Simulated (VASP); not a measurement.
# SrB in VASP: a series of runs

The runs below take SrB through single point, with PBE.

Everything below comes from runs of VASP 6.6.1. Logs are shortened: lines on timing, memory, paths and dates and some standing lists are left out, and cuts for length are marked.

## Step 1: The cell of the first run

The typed cell holds 2 atoms: a = 3.503 Å, b = 3.503 Å, c = 3.497 Å, α = 90.00°, β = 90.00°, γ = 90.00°.

## Step 2: Single point, PBE

Input file INCAR:

```
SYSTEM = SrB
PREC = Accurate
ENCUT = 520
EDIFF = 1E-6
ISMEAR = 0
SIGMA = 0.1
LREAL = .False.
LASPH = .True.
NELM = 80
ALGO = Normal
ISIF = 2
LWAVE = .False.
LCHARG = .False.
GGA = PE
NBANDS = 14
```

Input file KPOINTS:

```
regular mesh
0
Gamma
  18 18 12
  0 0 0
```

Input file POSCAR:

```
SrB
1.0
    2.4768972745     -2.4771077625      0.0000000000
    2.4768972745      2.4771077625      0.0000000000
    0.0000000000      0.0000000000      3.4969197759
Sr B
1 1
Direct
    0.5000000000      0.5000000000      0.5000000000
    0.0000000000      0.0000000000      0.0000000000
```

Potentials or basis: VASP PAW PBE potentials, release 64 (Sr_sv, B).

The run is started by

```bash
> cat potpaw_PBE.64/Sr_sv/POTCAR potpaw_PBE.64/B/POTCAR > POTCAR
> mpirun -np 1 vasp_std > vasp.out
```

OUTCAR:

```text
SYSTEM = SrB
   PREC = Accurate
   ENCUT = 520
   EDIFF = 1E-6
   ISMEAR = 0
   LREAL = .False.
   LASPH = .True.
   NELM = 80
   ISIF = 2
   GGA = PE

 ion  position               nearest neighbor table
   1  0.500  0.500  0.500-   2 3.03   2 3.03   2 3.03   2 3.03   2 3.03   2 3.03   2 3.03   2 3.03

   2  0.000  0.000  0.000-   1 3.03   1 3.03   1 3.03   1 3.03   1 3.03   1 3.03   1 3.03   1 3.03

  LATTYP: Found a base centered orthorhombic cell.
 ALAT       =     4.9537945490
 B/A-ratio  =     1.0000849805
 C/A-ratio  =     0.7059073083

  Lattice vectors:

 A1 = (   2.4768972745,  -2.4771077625,   0.0000000000)
 A2 = (   2.4768972745,   2.4771077625,   0.0000000000)
 A3 = (   0.0000000000,   0.0000000000,   3.4969197759)

Analysis of symmetry for initial positions (statically):
=====================================================================
 Subroutine PRICEL returns:
 Original cell was already a primitive cell.

 Routine SETGRP: Setting up the symmetry group for a
 base centered orthorhombic supercell.

 Subroutine GETGRP returns: Found  8 space group operations
 (whereof  8 operations were pure point group operations)
 out of a pool of  8 trial point group operations.

The static configuration has the point symmetry D_2h.

Analysis of symmetry for dynamics (positions and initial velocities):
=====================================================================
 Subroutine PRICEL returns:
 Original cell was already a primitive cell.

 Routine SETGRP: Setting up the symmetry group for a
 base centered orthorhombic supercell.

 Subroutine GETGRP returns: Found  8 space group operations
 (whereof  8 operations were pure point group operations)
 out of a pool of  8 trial point group operations.

The dynamic configuration has the point symmetry D_2h.

 Subroutine INISYM returns: Found  8 space group operations
 (whereof  8 operations are pure point group operations),
 and found     1 'primitive' translations

----------------------------------------------------------------------------------------

                                     Primitive cell

  volume of cell :      42.9110

  direct lattice vectors                    reciprocal lattice vectors
     2.476897275 -2.477107763  0.000000000     0.201865457 -0.201848304  0.000000000
     2.476897275  2.477107763  0.000000000     0.201865457  0.201848304  0.000000000
     0.000000000  0.000000000  3.496919776     0.000000000  0.000000000  0.285965954

  length of vectors
     3.503010559  3.503010559  3.496919776     0.285468738  0.285468738  0.285965954

  position of ions in fractional coordinates (direct lattice)
     0.500000000  0.500000000  0.500000000
     0.000000000  0.000000000  0.000000000

  ion indices of the primitive-cell ions
   primitive index   ion index
                 1           1
                 2           2

----------------------------------------------------------------------------------------

 KPOINTS: regular mesh

Automatic generation of k-mesh.
 Grid dimensions read from file:
 generate k-points for:   18   18   12

 Generating k-lattice:

  Cartesian coordinates                     Fractional coordinates (reciprocal lattice)
     0.011214748 -0.011213795  0.000000000     0.055555556 -0.000000000  0.000000000
     0.011214748  0.011213795  0.000000000    -0.000000000  0.055555556  0.000000000
     0.000000000  0.000000000  0.023830496     0.000000000  0.000000000  0.083333333

  Length of vectors
     0.015859374  0.015859374  0.023830496

  Shift w.r.t. Gamma in fractional coordinates (k-lattice)
     0.000000000  0.000000000  0.000000000

 Subroutine IBZKPT returns following result:
 ===========================================

 Found    637 irreducible k-points:

 Following reciprocal coordinates:
            Coordinates               Weight
  0.000000  0.000000  0.000000      1.000000
  0.055556 -0.000000  0.000000      4.000000
  0.111111 -0.000000  0.000000      4.000000
  0.166667 -0.000000  0.000000      4.000000
  0.222222 -0.000000  0.000000      4.000000
  0.277778 -0.000000  0.000000      4.000000
[... 16 lines left out ...]
 -0.277778  0.055556  0.000000      4.000000
 -0.222222  0.055556  0.000000      4.000000
 [... further k-points ...]
   k-points           NKPTS =    637   k-points in BZ     NKDIM =    637   number of bands    NBANDS=     14
   number of dos      NEDOS =    301   number of ions     NIONS =      2
   total plane-waves  NPLWV =  21952
   dimension x,y,z NGX =    28 NGY =   28 NGZ =   28
   dimension x,y,z NGXF=    56 NGYF=   56 NGZF=   56
   ions per type =               1   1
   NGX,Y,Z   is equivalent  to a cutoff of  13.29, 13.29, 13.31 a.u.
   NGXF,Y,Z  is equivalent  to a cutoff of  26.58, 26.58, 26.62 a.u.
 SYSTEM =  SrB
   PREC   = accura    normal or accurate (medium, high low for compatibility)
   ISTART =      0    job   : 0-new  1-cont  2-samecut
   ICHARG =      2    charge: 1-file 2-atom 10-const
   ISPIN  =      1    spin polarized calculation?
   LNONCOLLINEAR =      F non collinear calculations
   LSORBIT =      F    spin-orbit coupling
   LASPH  =      T    aspherical Exc in radial PAW
   ENCUT  =  520.0 eV  38.22 Ry    6.18 a.u.   6.51  6.51  6.50*2*pi/ulx,y,z
   NELM   =     80;   NELMIN=  2; NELMDL= -5     # of ELM steps
   EDIFF  = 0.1E-05   stopping-criterion for ELM
   LREAL  =      F    real-space projection
   EDIFFG = 0.1E-04   stopping-criterion for IOM
   NSW    =      0    number of steps for IOM
   IBRION =     -1    ionic relax: 0-MD 1-quasi-New 2-CG
   NFREE  =      0    steps in history (QN), initial steepest desc. (CG)
   ISIF   =      2    stress and relaxation
   ISYM   =      2    0-nonsym 1-usesym 2-fastsym
   POTIM  = 0.5000    time-step for ionic-motion
   TEBEG  =    0.0;   TEEND  =   0.0 temperature during run
   PSTRESS=    0.0 pullay stress
   NELECT =      13.0000    total number of electrons
   NUPDOWN=      -1.0000    fix difference up-down
   EMIN   =  10.00;   EMAX   =-10.00  energy-range for DOS
   EFERMI =   0.00;   METHOD = LEGACY
   ISMEAR =     0;   SIGMA  =   0.10  broadening in eV -4-tet -1-fermi 0-gaus
   EFERMI_NEDOS =   21; number of points for ismear=-14 and -15
   IALGO  =     38    algorithm
   IMIX   =      4    mixing-type and parameters
     AMIX     =   0.40;   BMIX     =  1.00
     AMIX_MAG =   1.60;   BMIX_MAG =  1.00
  volume/ion in A,a.u.               =      21.46       144.79
  Fermi-wavevector in a.u.,A,eV,Ry     =   1.099511  2.077775 16.448429  1.208925
  Thomas-Fermi vector in A             =   2.235907
   LORBIT       =      0    0 simple, 1 ext, 2 COOP (PROOUT), +10 PAW based schemes
   GGA     = PE    functional components
   LHFCALC =     F    Hartree Fock is set to
   AEXX    =    0.0000 exact exchange contribution
   IVDW    =     0    specifies the selected vdW correction
   LEPSILON=     F    determine dielectric tensor
   LRPA    =     F    only Hartree local field effects (RPA)
 non-spin polarized calculation
 Gauss-broadening in eV      SIGMA  =   0.10
  energy-cutoff  :      520.00
  volume of cell :       42.91
 maximum number of plane-waves:      1189
 NGX is ok and might be reduce to    28
   NGX = 13   NGY = 13   NGZ = 13

 number of electron      13.0000000 magnetization

 Free energy of the ion-electron system (eV)
  ---------------------------------------------------
  ext. energy  EPLUGINS =         0.00000000
  ---------------------------------------------------
  free energy    TOTEN  =        -6.47989922 eV

  energy without entropy =       -6.47435175  energy(sigma->0) =       -6.47712549

 E-fermi :   2.8169     XC(G=0):  -9.5258

 val. band max:        2.8154033009   @ k =   0.2778  -0.0000   0.3333
 cond. band min:       2.8173611525   @ k =  -0.3333   0.1111   0.2500
 fundamental gap:      0.0019578517
 Fermi energy:         2.8168903571

 k-point     1 :       0.0000    0.0000    0.0000
  band No.  band energies     occupation
      1     -31.9611      2.00000
      2     -13.7194      2.00000
      3     -13.7194      2.00000
      4     -13.7163      2.00000
      5      -4.3498      2.00000
      6       4.4312      0.00000
      7       4.4345      0.00000
      8       5.0175      0.00000
      9       5.0176      0.00000
     10       5.0360      0.00000
     11       9.6224      0.00000
     12      10.1549      0.00000
     13      10.1696      0.00000
     14      10.1700      0.00000

 k-point     2 :       0.0556   -0.0000    0.0000
  band No.  band energies     occupation
      1     -31.9593      2.00000
      2     -13.7445      2.00000
      3     -13.7171      2.00000
      4     -13.7141      2.00000
      5      -4.3061      2.00000
      6       4.1653      0.00000
      7       4.4583      0.00000
      8       4.9871      0.00000
      9       5.0059      0.00000
     10       5.2465      0.00000
     11       9.7254      0.00000
     12      10.1710      0.00000
     13      10.1826      0.00000
     14      10.1854      0.00000

 k-point     3 :       0.1111   -0.0000    0.0000
  band No.  band energies     occupation
      1     -31.9540      2.00000
      2     -13.8159      2.00000
      3     -13.7105      2.00000
      4     -13.7075      2.00000
      5      -4.1779      2.00000
      6       3.6624      0.00000
      7       4.5309      0.00000
      8       4.9004      0.00000
      9       4.9199      0.00000
     10       5.6670      0.00000
     11       9.9981      0.00000
     12      10.2198      0.00000
     13      10.2217      0.00000
     14      10.2345      0.00000
[... 324 lines left out ...]
 k-point    23 :      -0.2778    0.0556    0.0000
  band No.  band energies     occupation
      1     -31.9235      2.00000
      2     -14.1776      2.00000
      3     -13.6977      2.00000
      4     -13.6696      2.00000
      5      -3.3618      2.00000
      6       1.8238      2.00000
      7       4.2321      0.00000
      8       4.4857      0.00000
      9       5.1536      0.00000
     10       7.6569      0.00000
     11      10.0925      0.00000
     12      10.3077      0.00000
     13      10.8735      0.00000
     14      11.3678      0.00000

 k-point    24 :      -0.2222    0.0556    0.0000
  band No.  band energies     occupation
      1     -31.9341      2.00000
      2     -14.0469      2.00000
      3     -13.7115      2.00000
      4     -13.6828      2.00000
      5      -3.6724      2.00000
      6       2.4548      2.00000
      7       4.2763      0.00000
      8       4.6375      0.00000
      9       5.0709      0.00000
     10       6.9165      0.00000
     11      10.0109      0.00000
     12      10.1363      0.00000
     13      10.7483      0.00000
     14      11.0563      0.00000

 [... further k-points ...]
[... 5 lines left out ...]
  --------------------------------------------------------------------------------------
  -------------------------------------------------------------------------------------
  Total        0.0538533      0.0521206      0.0517779      0.0000000      0.0000000      0.0000000
  in kB        2.0107330      1.9460370      1.9332444      0.0000000      0.0000000      0.0000000
  external PRESSURE =       1.9633381 kB  Pullay stress =       0.0000000 kB

 VOLUME and BASIS-vectors are now :
 -----------------------------------------------------------------------------
  energy-cutoff  :      520.00
  volume of cell :       42.91
      direct lattice vectors                 reciprocal lattice vectors
     2.476897275 -2.477107763  0.000000000     0.201865457 -0.201848304  0.000000000
     2.476897275  2.477107763  0.000000000     0.201865457  0.201848304  0.000000000
     0.000000000  0.000000000  3.496919776     0.000000000  0.000000000  0.285965954

 POSITION                                       TOTAL-FORCE (eV/Angst)
 -----------------------------------------------------------------------------------
      2.47690      0.00000      1.74846        -0.000000     -0.000000      0.000000
      0.00000      0.00000      0.00000         0.000000      0.000000      0.000000
 -----------------------------------------------------------------------------------
    total drift:                                0.000000      0.000000      0.000000

  FREE ENERGIE OF THE ION-ELECTRON SYSTEM (eV)
  ---------------------------------------------------
  free  energy   TOTEN  =        -6.4798992207 eV

  energy  without entropy=       -6.4743517505  energy(sigma->0) =       -6.47712549
```

Wall time 7.7 min (1 thread of Oxide Virtual Turin-like, shared host); peak memory 0.45 GiB.

What came out:

```yaml
Free_energy: -6.4799 eV
Pressure: 0.2 GPa
```

## Step 3: Single point, PBE

INCAR is that of step 2.

Input file KPOINTS:

```
Automatic mesh
0
Gamma
  16 16 16
  0 0 0
```

Input file POSCAR:

```
SrB
1.0
    2.4754801983     -2.4754460234      0.0000000000
    2.4754801983      2.4754460234      0.0000000000
    0.0000000000      0.0000000000      3.5006488946
Sr B
1 1
Direct
    0.5000000000      0.5000000000      0.5000000000
    0.0000000000      0.0000000000      0.0000000000
```

Potentials or basis: VASP PAW PBE potentials, release 64 (Sr_sv, B).

The run is started by

```bash
> cat potpaw_PBE.64/Sr_sv/POTCAR potpaw_PBE.64/B/POTCAR > POTCAR
> mpirun -np 1 vasp_std > vasp.out
```

Run time: 8.2 min. Hardware: 1 thread of Oxide Virtual Turin-like, shared host; peak memory 0.46 GiB.

The run converged. Its results:

```yaml
Free_energy: -6.4762 eV
Pressure: 0.2 GPa
```

Levels at points of the mesh, in eV from the Fermi level:
```
           k point  band 4  band 5  band 6  band 7  band 8  band 9  band 10  band 11
(0.00, 0.00, 0.00)  -16.54   -7.17    1.61    1.61    2.20    2.20     2.20     6.80
(0.50, 0.00, 0.00)  -16.46   -5.13   -2.71    1.27    1.27    2.68     7.52     7.81
(0.50, 0.50, 0.00)  -16.40   -5.35   -0.40   -0.40    2.06    2.82     5.08     5.08
(0.00, 0.00, 0.50)  -16.46   -5.13   -2.71    1.27    1.27    2.68     7.52     7.81
(0.50, 0.00, 0.50)  -16.40   -5.35   -0.40   -0.40    2.06    2.82     5.08     5.08
(0.50, 0.50, 0.50)  -17.02   -3.65   -1.87   -1.87   -1.87    7.66     7.66     7.66
```
